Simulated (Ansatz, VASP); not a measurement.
Two plane-wave programs on IrS

```xyz
2
Lattice="0.0000 2.6798 2.6798 2.6798 0.0000 2.6798 2.6798 2.6798 0.0000" Properties=species:S:1:pos:R:3 pbc="T T T"
Ir    0.0000    0.0000    0.0000
S     4.0197    4.0197    4.0197
```

Alike in both runs: task relaxation of cell and atoms; functional PBE; k mesh 6 × 6 × 6; occupations gaussian, width 0.1 eV; no spin polarisation.

|  | VASP | Ansatz |
| --- | --- | --- |
| version | VASP 6.6.1 | Ansatz 0.2.0 |
| potentials or method | VASP PAW PBE potentials, release 64 (Ir, S), cutoff 500 eV | scalar-relativistic, plane waves, PAW |
| valence electrons in the cell | 15 | 23 |

Ansatz gave:

| Item | Value |
| --- | --- |
| gap on the k mesh at the Fermi level, each at its own relaxed structure (eV) | none |
| relaxed volume (Å³/atom) | 18.35 |
| relaxed cell length with the largest relative difference (Å) | 3.730 |

Question: What did VASP give for the same quantities?

Answer: gap on the k mesh at the Fermi level, each at its own relaxed structure (eV): none; relaxed volume (Å³/atom): 18.40; relaxed cell length with the largest relative difference (Å): 3.734.

A gap of «none» marks a metal or a gap that the smearing closes. VASP's potentials hold 15 valence electrons a cell and Ansatz's 23, so a difference there can come from the potentials and not from the codes.

Neither program's run includes spin-orbit coupling.
